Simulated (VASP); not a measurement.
# CdSe (zincblende type) (F-43m) in VASP: notebook

Runs on CdSe (zincblende type). Level: PBE. Tasks: single point, relaxation of cell and atoms.

All numbers are computed with VASP 6.6.1; they aren't measurements. Logs are shortened: lines on timing, memory, paths and dates and some standing lists are left out, and cuts for length are marked.

## 1. The cell of the first run

It takes space group F-43m (No. 216, cubic). Conventional cell: a = 5.607 Å, b = 5.607 Å, c = 5.607 Å, α = 90.00°, β = 90.00°, γ = 90.00°. Within 3.2 Å of Cd (site symmetry -43m) lie 4 Se at 2.43 Å. Within 3.2 Å of Se (site symmetry -43m) lie 4 Cd at 2.43 Å.

## 2. Single point, PBE

File INCAR:

```
SYSTEM = CdSe
  PREC = Accurate
  ENCUT = 520
  EDIFF = 1E-7
  ISMEAR = -1
  SIGMA = 0.05
  LREAL = .False.
  LASPH = .True.
  NELM = 60
  ALGO = Normal
  ISIF = 2
  LWAVE = .False.
  LCHARG = .True.
  GGA = PE
  LELF = .True.
  LVHAR = .True.
  NBANDS = 16
```

File KPOINTS:

```
Automatic mesh
0
Gamma
  12 12 12
  0 0 0
```

File POSCAR:

```
CdSe
1.0
    0.0000000000      2.8034857674      2.8034857674
    2.8034857674      0.0000000000      2.8034857674
    2.8034857674      2.8034857674      0.0000000000
Cd Se
1 1
Direct
    0.0000000000      0.0000000000      0.0000000000
    0.2500000000      0.2500000000      0.2500000000
```

Potentials or basis: VASP PAW PBE potentials, release 64 (Cd, Se).

On the command line:

```bash
cat potpaw_PBE.64/Cd/POTCAR potpaw_PBE.64/Se/POTCAR > POTCAR
mpirun -np 1 vasp_std > vasp.out
```

OUTCAR:

```text
SYSTEM = CdSe
   PREC = Accurate
   ENCUT = 520
   EDIFF = 1E-7
   ISMEAR = -1
   LREAL = .False.
   LASPH = .True.
   NELM = 60
   ISIF = 2
   GGA = PE

 ion  position               nearest neighbor table
   1  0.000  0.000  0.000-   2 2.43   2 2.43   2 2.43   2 2.43
   2  0.250  0.250  0.250-   1 2.43   1 2.43   1 2.43   1 2.43

  LATTYP: Found a face centered cubic cell.
 ALAT       =     5.6069715348

  Lattice vectors:

 A1 = (   0.0000000000,   2.8034857674,   2.8034857674)
 A2 = (   2.8034857674,   0.0000000000,   2.8034857674)
 A3 = (   2.8034857674,   2.8034857674,   0.0000000000)

Analysis of symmetry for initial positions (statically):
=====================================================================
 Subroutine PRICEL returns:
 Original cell was already a primitive cell.

 Routine SETGRP: Setting up the symmetry group for a
 face centered cubic supercell.

 Subroutine GETGRP returns: Found 24 space group operations
 (whereof 24 operations were pure point group operations)
 out of a pool of 48 trial point group operations.

The static configuration has the point symmetry T_d .

Analysis of symmetry for dynamics (positions and initial velocities):
=====================================================================
 Subroutine PRICEL returns:
 Original cell was already a primitive cell.

 Routine SETGRP: Setting up the symmetry group for a
 face centered cubic supercell.

 Subroutine GETGRP returns: Found 24 space group operations
 (whereof 24 operations were pure point group operations)
 out of a pool of 48 trial point group operations.

The dynamic configuration has the point symmetry T_d .

 Subroutine INISYM returns: Found 24 space group operations
 (whereof 24 operations are pure point group operations),
 and found     1 'primitive' translations

----------------------------------------------------------------------------------------

                                     Primitive cell

  volume of cell :      44.0682

  direct lattice vectors                    reciprocal lattice vectors
     0.000000000  2.803485767  2.803485767    -0.178349398  0.178349398  0.178349398
     2.803485767  0.000000000  2.803485767     0.178349398 -0.178349398  0.178349398
     2.803485767  2.803485767  0.000000000     0.178349398  0.178349398 -0.178349398

  length of vectors
     3.964727594  3.964727594  3.964727594     0.308910220  0.308910220  0.308910220

  position of ions in fractional coordinates (direct lattice)
     0.000000000  0.000000000  0.000000000
     0.250000000  0.250000000  0.250000000

  ion indices of the primitive-cell ions
   primitive index   ion index
                 1           1
                 2           2

----------------------------------------------------------------------------------------

 KPOINTS: Automatic mesh

Automatic generation of k-mesh.
 Grid dimensions read from file:
 generate k-points for:   12   12   12

 Generating k-lattice:

  Cartesian coordinates                     Fractional coordinates (reciprocal lattice)
    -0.014862450  0.014862450  0.014862450     0.083333333  0.000000000  0.000000000
     0.014862450 -0.014862450  0.014862450     0.000000000  0.083333333  0.000000000
     0.014862450  0.014862450 -0.014862450     0.000000000  0.000000000  0.083333333

  Length of vectors
     0.025742518  0.025742518  0.025742518

  Shift w.r.t. Gamma in fractional coordinates (k-lattice)
     0.000000000  0.000000000  0.000000000

 Subroutine IBZKPT returns following result:
 ===========================================

 Found     72 irreducible k-points:

 Following reciprocal coordinates:
            Coordinates               Weight
  0.000000  0.000000  0.000000      1.000000
  0.083333  0.000000  0.000000      8.000000
  0.166667  0.000000  0.000000      8.000000
  0.250000  0.000000  0.000000      8.000000
  0.333333  0.000000  0.000000      8.000000
  0.416667  0.000000  0.000000      8.000000
[... 16 lines left out ...]
  0.500000  0.166667  0.000000     24.000000
 -0.416667  0.166667  0.000000     24.000000
 [... further k-points ...]
   k-points           NKPTS =     72   k-points in BZ     NKDIM =     72   number of bands    NBANDS=     16
   number of dos      NEDOS =    301   number of ions     NIONS =      2
   total plane-waves  NPLWV =  27000
   dimension x,y,z NGX =    30 NGY =   30 NGZ =   30
   dimension x,y,z NGXF=    60 NGYF=   60 NGZF=   60
   ions per type =               1   1
   NGX,Y,Z   is equivalent  to a cutoff of  12.58, 12.58, 12.58 a.u.
   NGXF,Y,Z  is equivalent  to a cutoff of  25.16, 25.16, 25.16 a.u.
 SYSTEM =  CdSe
   PREC   = accura    normal or accurate (medium, high low for compatibility)
   ISTART =      0    job   : 0-new  1-cont  2-samecut
   ICHARG =      2    charge: 1-file 2-atom 10-const
   ISPIN  =      1    spin polarized calculation?
   LNONCOLLINEAR =      F non collinear calculations
   LSORBIT =      F    spin-orbit coupling
   LASPH  =      T    aspherical Exc in radial PAW
   ENCUT  =  520.0 eV  38.22 Ry    6.18 a.u.   7.37  7.37  7.37*2*pi/ulx,y,z
   NELM   =     60;   NELMIN=  2; NELMDL= -5     # of ELM steps
   EDIFF  = 0.1E-06   stopping-criterion for ELM
   LREAL  =      F    real-space projection
   EDIFFG = 0.1E-05   stopping-criterion for IOM
   NSW    =      0    number of steps for IOM
   IBRION =     -1    ionic relax: 0-MD 1-quasi-New 2-CG
   NFREE  =      0    steps in history (QN), initial steepest desc. (CG)
   ISIF   =      2    stress and relaxation
   ISYM   =      2    0-nonsym 1-usesym 2-fastsym
   POTIM  = 0.5000    time-step for ionic-motion
   TEBEG  =    0.0;   TEEND  =   0.0 temperature during run
   PSTRESS=    0.0 pullay stress
   NELECT =      18.0000    total number of electrons
   NUPDOWN=      -1.0000    fix difference up-down
   EMIN   =  10.00;   EMAX   =-10.00  energy-range for DOS
   EFERMI =   0.00;   METHOD = LEGACY
   ISMEAR =    -1;   SIGMA  =   0.05  broadening in eV -4-tet -1-fermi 0-gaus
   EFERMI_NEDOS =   21; number of points for ismear=-14 and -15
   IALGO  =     38    algorithm
   IMIX   =      4    mixing-type and parameters
     AMIX     =   0.40;   BMIX     =  1.00
     AMIX_MAG =   1.60;   BMIX_MAG =  1.00
  volume/ion in A,a.u.               =      22.03       148.69
  Fermi-wavevector in a.u.,A,eV,Ry     =   1.214667  2.295388 20.074260  1.475416
  Thomas-Fermi vector in A             =   2.350079
   LORBIT       =      0    0 simple, 1 ext, 2 COOP (PROOUT), +10 PAW based schemes
   GGA     = PE    functional components
   LHFCALC =     F    Hartree Fock is set to
   AEXX    =    0.0000 exact exchange contribution
   IVDW    =     0    specifies the selected vdW correction
   LEPSILON=     F    determine dielectric tensor
   LRPA    =     F    only Hartree local field effects (RPA)
 non-spin polarized calculation
  energy-cutoff  :      520.00
  volume of cell :       44.07
 maximum number of plane-waves:      1243
 NGX is ok and might be reduce to    30
   NGX = 15   NGY = 15   NGZ = 15

 number of electron      17.9999993 magnetization

 Free energy of the ion-electron system (eV)
  ---------------------------------------------------
  ext. energy  EPLUGINS =         0.00000000
  ---------------------------------------------------
  free energy    TOTEN  =        -4.47286251 eV

  energy without entropy =       -4.47286244  energy(sigma->0) =       -4.47286248

 E-fermi :   3.8470     XC(G=0): -10.0505

 val. band max:        3.2554807196   @ k =   0.0000   0.0000   0.0000
 cond. band min:       4.3440919786   @ k =   0.0000   0.0000   0.0000
 fundamental gap:      1.0886112590
 Fermi energy:         3.8470190513

 k-point     1 :       0.0000    0.0000    0.0000
  band No.  band energies     occupation
      1     -11.0746      2.00000
      2      -5.8988      2.00000
      3      -5.8988      2.00000
      4      -5.8988      2.00000
      5      -5.1910      2.00000
      6      -5.1910      2.00000
[... 8 lines left out ...]
     15      14.8742      0.00000
     16      14.8742      0.00000

 k-point     2 :       0.0833    0.0000    0.0000
  band No.  band energies     occupation
      1     -11.0335      2.00000
      2      -5.8842      2.00000
      3      -5.8842      2.00000
      4      -5.8763      2.00000
      5      -5.1926      2.00000
      6      -5.1926      2.00000
[... 8 lines left out ...]
     15      14.1935      0.00000
     16      14.3577      0.00000

 k-point     3 :       0.1667    0.0000    0.0000
  band No.  band energies     occupation
      1     -10.9199      2.00000
      2      -5.8458      2.00000
      3      -5.8458      2.00000
      4      -5.7958      2.00000
      5      -5.1944      2.00000
      6      -5.1944      2.00000
[... 8 lines left out ...]
     15      13.6051      0.00000
     16      14.2112      0.00000

 k-point     4 :       0.2500    0.0000    0.0000
  band No.  band energies     occupation
      1     -10.7624      2.00000
      2      -5.7984      2.00000
      3      -5.7984      2.00000
      4      -5.6245      2.00000
      5      -5.1892      2.00000
      6      -5.1892      2.00000
[... 8 lines left out ...]
     15      13.5891      0.00000
     16      13.7092      0.00000
[... 324 lines left out ...]
 k-point    22 :       0.4167    0.1667    0.0000
  band No.  band energies     occupation
      1     -10.4763      2.00000
      2      -5.7195      2.00000
      3      -5.6560      2.00000
      4      -5.3571      2.00000
      5      -5.1289      2.00000
      6      -4.9927      2.00000
[... 8 lines left out ...]
     15      15.7263      0.00000
     16      16.0429      0.00000

 k-point    23 :       0.5000    0.1667    0.0000
  band No.  band energies     occupation
      1     -10.3958      2.00000
      2      -5.7050      2.00000
      3      -5.6459      2.00000
      4      -5.2597      2.00000
      5      -5.1357      2.00000
      6      -4.6664      2.00000
[... 8 lines left out ...]
     15      15.9912      0.00000
     16      16.2706      0.00000

 k-point    24 :      -0.4167    0.1667    0.0000
  band No.  band energies     occupation
      1     -10.3855      2.00000
      2      -5.7001      2.00000
      3      -5.6549      2.00000
      4      -5.2139      2.00000
      5      -5.1618      2.00000
      6      -4.5878      2.00000
[... 8 lines left out ...]
     15      15.0380      0.00000
     16      15.7268      0.00000

 [... further k-points ...]
[... 5 lines left out ...]
  --------------------------------------------------------------------------------------
  -------------------------------------------------------------------------------------
  Total        7.6821659      7.6821659      7.6821659     -0.0000000      0.0000000     -0.0000000
  in kB      279.2988834    279.2988834    279.2988834     -0.0000000      0.0000000     -0.0000000
  external PRESSURE =     279.2988834 kB  Pullay stress =       0.0000000 kB

 VOLUME and BASIS-vectors are now :
 -----------------------------------------------------------------------------
  energy-cutoff  :      520.00
  volume of cell :       44.07
      direct lattice vectors                 reciprocal lattice vectors
     0.000000000  2.803485767  2.803485767    -0.178349398  0.178349398  0.178349398
     2.803485767  0.000000000  2.803485767     0.178349398 -0.178349398  0.178349398
     2.803485767  2.803485767  0.000000000     0.178349398  0.178349398 -0.178349398

 POSITION                                       TOTAL-FORCE (eV/Angst)
 -----------------------------------------------------------------------------------
      0.00000      0.00000      0.00000        -0.000000      0.000000     -0.000000
      1.40174      1.40174      1.40174         0.000000     -0.000000      0.000000
 -----------------------------------------------------------------------------------
    total drift:                               -0.000000     -0.000000     -0.000000

  FREE ENERGIE OF THE ION-ELECTRON SYSTEM (eV)
  ---------------------------------------------------
  free  energy   TOTEN  =        -4.4728625145 eV

  energy  without entropy=       -4.4728624450  energy(sigma->0) =       -4.47286248
```

Wall time 27 s (1 thread of AMD EPYC 9R45 (Zen 5), shared host); peak memory 0.17 GiB.

What came out:

```
Free energy            : -4.4729 eV
Pressure               : 27.9 GPa
Band gap on the k mesh : 1.09 eV, direct
```

Levels at points of the mesh, in eV from the valence-band top:
| k point | band 6 | band 7 | band 8 | band 9 | band 10 | band 11 | band 12 | band 13 |
| --- | --- | --- | --- | --- | --- | --- | --- | --- |
| (0.00, 0.00, 0.00) | -8.45 | 0.00 | 0.00 | 0.00 | 1.09 | 5.80 | 5.80 | 5.80 |
| (0.50, 0.00, 0.00) | -7.92 | -6.11 | -1.18 | -1.18 | 2.62 | 6.37 | 6.37 | 7.88 |
| (0.50, 0.50, 0.00) | -7.83 | -5.34 | -2.87 | -2.87 | 2.57 | 3.75 | 10.47 | 11.69 |

[end of part 1 of 3]
